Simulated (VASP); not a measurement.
# TiSi2 (Immm) in VASP: further runs

The runs below take TiSi2 through single point, relaxation of cell and atoms, with LDA, RPBE, revPBE, BLYP.

Program: VASP 6.6.1. These are calculated values, not measurements. Logs are shortened: lines on timing, memory, paths and dates and some standing lists are left out, and cuts for length are marked.

**1. The cell of the first run**

It takes space group Immm (No. 71, orthorhombic). The conventional cell has a = 2.985 Å, b = 3.469 Å, c = 8.535 Å, α = 90.00°, β = 90.00°, γ = 90.00°. Ti (site symmetry mmm) has 10 Si at 2.71 to 2.82 Å and 4 Ti at 2.98 to 3.47 Å within 3.6 Å. Within 3.5 Å of Si (site symmetry mm2) lie 9 Si at 2.66 to 3.47 Å and 5 Ti at 2.71 to 2.82 Å.

**2. Single point, LDA**

Contents of INCAR:

```
SYSTEM = TiSi2
  PREC = Accurate
  ENCUT = 520
  EDIFF = 1E-7
  ISMEAR = -1
  SIGMA = 0.05
  LREAL = .False.
  LASPH = .True.
  NELM = 60
  ALGO = Normal
  ISIF = 2
  LWAVE = .False.
  LCHARG = .False.
  GGA = CA
  NBANDS = 17
```

Contents of KPOINTS:

```
regular mesh
0
Gamma
  12 12 12
  0 0 0
```

Contents of POSCAR:

```
TiSi2
1.0
   -1.4922541174      1.7346606101      4.2675115011
    1.4922541174     -1.7346606101      4.2675115011
    1.4922541174      1.7346606101     -4.2675115011
Ti Si
1 2
Direct
    0.0000000000      0.0000000000      0.0000000000
    0.6700780000      0.6700780000      0.0000000000
    0.3299220000      0.3299220000      0.0000000000
```

Potentials or basis: VASP PAW LDA potentials, release 64 (Ti_sv, Si).

Launch:

```
> cat potpaw_LDA.64/Ti_sv/POTCAR potpaw_LDA.64/Si/POTCAR > POTCAR
> mpirun -np 1 vasp_std > vasp.out
```

OUTCAR:

```text
SYSTEM = TiSi2
   PREC = Accurate
   ENCUT = 520
   EDIFF = 1E-7
   ISMEAR = -1
   LREAL = .False.
   LASPH = .True.
   NELM = 60
   ISIF = 2
   GGA = CA

 ion  position               nearest neighbor table
   1  0.000  0.000  0.000-   2 2.71   2 2.71   2 2.71   3 2.71   2 2.71   3 2.71   3 2.71   3 2.71
                             2 2.82   3 2.82
   2  0.670  0.670  0.000-   3 2.66   3 2.66   3 2.66   3 2.66   1 2.71   1 2.71   1 2.71   1 2.71
                             1 2.82   3 2.90
   3  0.330  0.330  0.000-   2 2.66   2 2.66   2 2.66   2 2.66   1 2.71   1 2.71   1 2.71   1 2.71
                             1 2.82   2 2.90

  LATTYP: Found a body centered orthorhombic cell.
 ALAT       =     2.9845082348
 B/A-ratio  =     1.1624431723
 C/A-ratio  =     2.8597753233

  Lattice vectors:

 A1 = (  -1.4922541174,   1.7346606101,   4.2675115011)
 A2 = (   1.4922541174,  -1.7346606101,   4.2675115011)
 A3 = (   1.4922541174,   1.7346606101,  -4.2675115011)

Analysis of symmetry for initial positions (statically):
=====================================================================
 Subroutine PRICEL returns:
 Original cell was already a primitive cell.

 Routine SETGRP: Setting up the symmetry group for a
 body centered orthorhombic supercell.

 Subroutine GETGRP returns: Found  8 space group operations
 (whereof  8 operations were pure point group operations)
 out of a pool of  8 trial point group operations.

The static configuration has the point symmetry D_2h.

Analysis of symmetry for dynamics (positions and initial velocities):
=====================================================================
 Subroutine PRICEL returns:
 Original cell was already a primitive cell.

 Routine SETGRP: Setting up the symmetry group for a
 body centered orthorhombic supercell.

 Subroutine GETGRP returns: Found  8 space group operations
 (whereof  8 operations were pure point group operations)
 out of a pool of  8 trial point group operations.

The dynamic configuration has the point symmetry D_2h.

 Subroutine INISYM returns: Found  8 space group operations
 (whereof  8 operations are pure point group operations),
 and found     1 'primitive' translations

----------------------------------------------------------------------------------------

                                     Primitive cell

[... 84 lines left out ...]
   ISTART =      0    job   : 0-new  1-cont  2-samecut
   ICHARG =      2    charge: 1-file 2-atom 10-const
   ISPIN  =      1    spin polarized calculation?
   LNONCOLLINEAR =      F non collinear calculations
   LSORBIT =      F    spin-orbit coupling
   LASPH  =      T    aspherical Exc in radial PAW
   ENCUT  =  520.0 eV  38.22 Ry    6.18 a.u.   9.00  9.00  9.00*2*pi/ulx,y,z
   NELM   =     60;   NELMIN=  2; NELMDL= -5     # of ELM steps
   EDIFF  = 0.1E-06   stopping-criterion for ELM
   LREAL  =      F    real-space projection
   EDIFFG = 0.1E-05   stopping-criterion for IOM
   NSW    =      0    number of steps for IOM
   IBRION =     -1    ionic relax: 0-MD 1-quasi-New 2-CG
   NFREE  =      0    steps in history (QN), initial steepest desc. (CG)
   ISIF   =      2    stress and relaxation
   ISYM   =      2    0-nonsym 1-usesym 2-fastsym
   POTIM  = 0.5000    time-step for ionic-motion
   TEBEG  =    0.0;   TEEND  =   0.0 temperature during run
   PSTRESS=    0.0 pullay stress
   NELECT =      20.0000    total number of electrons
   NUPDOWN=      -1.0000    fix difference up-down
   EMIN   =  10.00;   EMAX   =-10.00  energy-range for DOS
   EFERMI =   0.00;   METHOD = LEGACY
   ISMEAR =    -1;   SIGMA  =   0.05  broadening in eV -4-tet -1-fermi 0-gaus
   EFERMI_NEDOS =   21; number of points for ismear=-14 and -15
   IALGO  =     38    algorithm
   IMIX   =      4    mixing-type and parameters
     AMIX     =   0.40;   BMIX     =  1.00
     AMIX_MAG =   1.60;   BMIX_MAG =  1.00
  volume/ion in A,a.u.               =      14.73        99.40
  Fermi-wavevector in a.u.,A,eV,Ry     =   1.256958  2.375307 21.496442  1.579944
  Thomas-Fermi vector in A             =   2.390641
   LORBIT       =      0    0 simple, 1 ext, 2 COOP (PROOUT), +10 PAW based schemes
   GGA     = CA    functional components
   LHFCALC =     F    Hartree Fock is set to
   AEXX    =    0.0000 exact exchange contribution
   IVDW    =     0    specifies the selected vdW correction
   LEPSILON=     F    determine dielectric tensor
   LRPA    =     F    only Hartree local field effects (RPA)
 non-spin polarized calculation
  energy-cutoff  :      520.00
  volume of cell :       44.19
 maximum number of plane-waves:      1232
   NGX = 17   NGY = 17   NGZ = 17

 number of electron      20.0000000 magnetization

 Free energy of the ion-electron system (eV)
  ---------------------------------------------------
  ext. energy  EPLUGINS =         0.00000000
  ---------------------------------------------------
  free energy    TOTEN  =       -21.82315417 eV

  energy without entropy =      -21.81115589  energy(sigma->0) =      -21.81715503

 E-fermi :   9.4036     XC(G=0): -11.6739

 val. band max:        9.3960264359   @ k =   0.5000   0.5000   0.3333
 cond. band min:       9.4106351782   @ k =  -0.4167   0.4167   0.3333
 fundamental gap:      0.0146087424
 Fermi energy:         9.4036440994

 k-point     1 :       0.0000    0.0000    0.0000
  band No.  band energies     occupation
      1     -46.2781      2.00000
      2     -22.9858      2.00000
      3     -22.9640      2.00000
      4     -22.7270      2.00000
      5      -2.8175      2.00000
      6       4.8748      2.00000
[... 457 lines left out ...]
      4     -22.7988      2.00000
      5      -0.6976      2.00000
      6       2.4216      2.00000
[... 9 lines left out ...]
     16      14.3219      0.00000
     17      16.8879      0.00000

 [... further k-points ...]
[... 5 lines left out ...]
  --------------------------------------------------------------------------------------
  -------------------------------------------------------------------------------------
  Total       -2.7292970     -3.0922505     -3.2316001      0.0000000      0.0000000      0.0000000
  in kB      -98.9622112   -112.1226242   -117.1753344      0.0000000      0.0000000      0.0000000
  external PRESSURE =    -109.4200566 kB  Pullay stress =       0.0000000 kB

 VOLUME and BASIS-vectors are now :
 -----------------------------------------------------------------------------
  energy-cutoff  :      520.00
  volume of cell :       44.19
      direct lattice vectors                 reciprocal lattice vectors
    -1.492254117  1.734660610  4.267511501     0.000000000  0.288240822  0.117164301
     1.492254117 -1.734660610  4.267511501     0.335063575  0.000000000  0.117164301
     1.492254117  1.734660610 -4.267511501     0.335063575  0.288240822  0.000000000

 POSITION                                       TOTAL-FORCE (eV/Angst)
 -----------------------------------------------------------------------------------
      0.00000      0.00000      0.00000        -0.000000     -0.000000     -0.000000
      0.00000      0.00000      5.71913         0.000000      0.000000     -0.138071
      0.00000      0.00000      2.81589         0.000000     -0.000000      0.138071
 -----------------------------------------------------------------------------------
    total drift:                               -0.000000      0.000000     -0.000000

  FREE ENERGIE OF THE ION-ELECTRON SYSTEM (eV)
  ---------------------------------------------------
  free  energy   TOTEN  =       -21.8231541662 eV

  energy  without entropy=      -21.8111558930  energy(sigma->0) =      -21.81715503
```

It took 8.5 min on 1 thread of Intel Xeon 8259CL, shared host; peak memory 0.33 GiB.

Results:

```yaml
Free_energy: -21.8232 eV
Pressure: -10.9 GPa
Largest_force: 0.138 eV/Å
Band_gap_on_the_k_mesh: zero (bands 10 and 11 overlap by 2.18 eV)
```

Forces on the atoms (eV/Å):
```
Ti   0.000  0.000  0.000
Si   0.000  0.000 -0.138
Si   0.000  0.000  0.138
```

Stress tensor (GPa, compression positive):
```
 -9.90   0.00   0.00
  0.00 -11.21   0.00
  0.00   0.00 -11.72
```

Caveat: the cell stands under tension.

**3. Relaxation of cell and atoms, RPBE**

This run uses another cell than the first one, of 14.16 Å³/atom.

Contents of INCAR:

```
SYSTEM = TiSi2
PREC = Accurate
ENCUT = 600
EDIFF = 1E-6
ISMEAR = -1
SIGMA = 0.05
LREAL = .FALSE.
LASPH = .TRUE.
NELM = 80
ALGO = Normal
ISIF = 3
LWAVE = .FALSE.
LCHARG = .FALSE.
GGA = RP
IBRION = 2
NSW = 60
EDIFFG = -0.01
```

Contents of KPOINTS:

```
regular mesh
0
G
  12 12 12
  0 0 0
```

Contents of POSCAR:

```
TiSi2
1.0
   -1.4728720000      1.7121300000      4.2120830000
    1.4728720000     -1.7121300000      4.2120830000
    1.4728720000      1.7121300000     -4.2120830000
Ti Si
1 2
Direct
    0.0000000000      0.0000000000      0.0000000000
    0.6700780000      0.6700780000      0.0000000000
    0.3299220000      0.3299220000      0.0000000000
```

Potentials or basis: VASP PAW PBE potentials, release 64 (Ti_sv, Si).

Launch:

```
> cat potpaw_PBE.64/Ti_sv/POTCAR potpaw_PBE.64/Si/POTCAR > POTCAR
> mpirun -np 1 vasp_std > vasp.out
```

Wall time 12 min (1 thread of Intel Xeon 6975P-C (Granite Rapids), shared host); peak memory 0.4 GiB.

The run converged. Its results:

| Item | Value |
| --- | --- |
| Free energy | -18.8298 eV |
| Relaxed volume | 14.41 Å³/atom |
| Relaxed cell | a = 4.798 Å, b = 4.798 Å, c = 4.798 Å, α = 143.89°, β = 137.96°, γ = 56.59° |
| Space group after relaxing (to 0.1 Å) | Immm (No. 71) |
| Energy gained by relaxing | 2.1 meV/atom |
| Ionic steps | 10 |
| Pressure after relaxing | 0.1 GPa |
| Band gap on the k mesh | zero (bands 10 and 11 overlap by 2.27 eV) |

Stress tensor (GPa, compression positive):
```
0.11 0.00 0.00
0.00 0.00 0.00
0.00 0.00 0.09
```

Step by step:
```csv
step,energy change (eV),largest force (eV/Å),pressure (GPa),volume (Å³)
1,0.0000,0.0330,2.46,42.49
2,-0.0029,0.0092,-1.72,43.84
3,-0.0060,0.0078,-0.07,43.26
4,-0.0060,0.0084,-0.02,43.25
5,-0.0062,0.0029,0.02,43.24
6,-0.0062,0.0018,0.06,43.24
7,-0.0062,0.0006,0.06,43.24
8,-0.0062,0.0006,0.06,43.24
9,-0.0062,0.0010,0.06,43.24
10,-0.0062,0.0001,0.07,43.24
```

Final structure:
```
Ti Si
1.0
    -1.48711    1.72082    4.22440
     1.48711   -1.72082    4.22440
     1.48711    1.72082   -4.22440
Ti Si
1 2
Direct
  0.00000 0.00000 0.00000
  0.67025 0.67025 0.00000
  0.32975 0.32975 0.00000
```

Levels at points of the mesh, in eV from the Fermi level:
```
           k point  band 6  band 7  band 8  band 9  band 10  band 11  band 12  band 13  band 14
(0.00, 0.00, 0.00)   -4.67   -4.10   -2.10   -0.59     0.69     2.03     2.35     3.09     3.71
(0.50, 0.00, 0.00)   -9.02   -4.29   -3.70   -0.65     0.91     1.99     2.54     3.47     4.02
(0.00, 0.50, 0.00)   -8.08   -3.60   -3.34   -0.90    -0.41     0.97     2.73     3.30     3.98
(0.50, 0.50, 0.00)   -5.21   -5.02   -4.70   -2.87    -1.24    -0.68     2.68     2.85     3.09
(0.50, 0.50, 0.50)   -8.76   -1.29   -1.22   -0.34     0.48     1.93     2.32     2.40     3.69
```

Caveat: the PAW data sets were made with another functional, which shifts forces and pressure a little.

**4. Relaxation of cell and atoms, revPBE**

This run uses another cell than the first one, of 14.16 Å³/atom.

Contents of INCAR:

```
PREC = Accurate
ENCUT = 600
EDIFF = 1E-6
ISMEAR = -1
SIGMA = 0.05
LREAL = F
LASPH = T
NELM = 100
ALGO = Normal
ISIF = 3
LWAVE = F
LCHARG = F
GGA = RE
IBRION = 2
NSW = 60
EDIFFG = -0.01
```

Contents of KPOINTS:

```
Automatic mesh
0
Gamma
  12 12 12
```

POSCAR is that of step 3.

Launch:

```
> cat potpaw_PBE.64/Ti_sv/POTCAR potpaw_PBE.64/Si/POTCAR > POTCAR
> mpirun -np 1 vasp_std > vasp.out
```

Run time: 8.8 min. Hardware: 1 thread of Intel Xeon 6975P-C (Granite Rapids), shared host; peak memory 0.4 GiB.

The run converged. Its results:

```yaml
Free_energy: -19.0486 eV
Relaxed_volume: 14.35 Å³/atom
Relaxed_cell: a = 4.790 Å, b = 4.790 Å, c = 4.790 Å, α = 143.87°, β = 137.96°, γ = 56.61°
Space_group_after_relaxing_to_0.1_Å: Immm (No. 71)
Energy_gained_by_relaxing: 1.3 meV/atom
Ionic_steps: 6
Pressure_after_relaxing: 0.0 GPa
Largest_force_after_relaxing: 0.003 eV/Å
Band_gap_on_the_k_mesh: zero (bands 10 and 11 overlap by 2.28 eV)
```

Forces on the atoms (eV/Å):
```
Ti   0.000  0.000  0.000
Si   0.000  0.000 -0.003
Si   0.000  0.000  0.003
```

Stress tensor (GPa, compression positive):
```
0.06 0.00 0.00
0.00 0.00 0.00
0.00 0.00 0.09
```

The path:
```
step  energy change (eV)  largest force (eV/Å)  pressure (GPa)  volume (Å³)
   1              0.0000                0.0206            1.86        42.49
   2             -0.0018                0.0110           -1.33        43.51
   3             -0.0035                0.0017           -0.08        43.08
   4             -0.0035                0.0021           -0.03        43.07
   5             -0.0037                0.0011            0.01        43.06
   6             -0.0038                0.0032            0.05        43.06
```

Final structure:
```
CELL_PARAMETERS angstrom
-1.48527 1.71839 4.21751
1.48527 -1.71839 4.21751
1.48527 1.71839 -4.21751
ATOMIC_POSITIONS crystal
Ti 0.00000 0.00000 0.00000
Si 0.67017 0.67017 0.00000
Si 0.32983 0.32983 0.00000
```

Levels at points of the mesh, in eV from the Fermi level:
```tsv
k point	band 8	band 9	band 10	band 11	band 12	band 13
(0.00, 0.00, 0.00)	-2.10	-0.59	0.69	2.04	2.36	3.10
(0.50, 0.00, 0.00)	-3.70	-0.66	0.90	2.00	2.55	3.49
(0.00, 0.50, 0.00)	-3.34	-0.91	-0.41	0.97	2.75	3.32
(0.50, 0.50, 0.00)	-4.69	-2.87	-1.25	-0.68	2.70	2.87
(0.50, 0.50, 0.50)	-1.22	-0.34	0.49	1.94	2.33	2.41
```

Caveat: the PAW data sets were made with another functional, which shifts forces and pressure a little.

[end of part 1 of 2]

The gap in the log of VASP goes by the Fermi energy; the results here count the filled bands.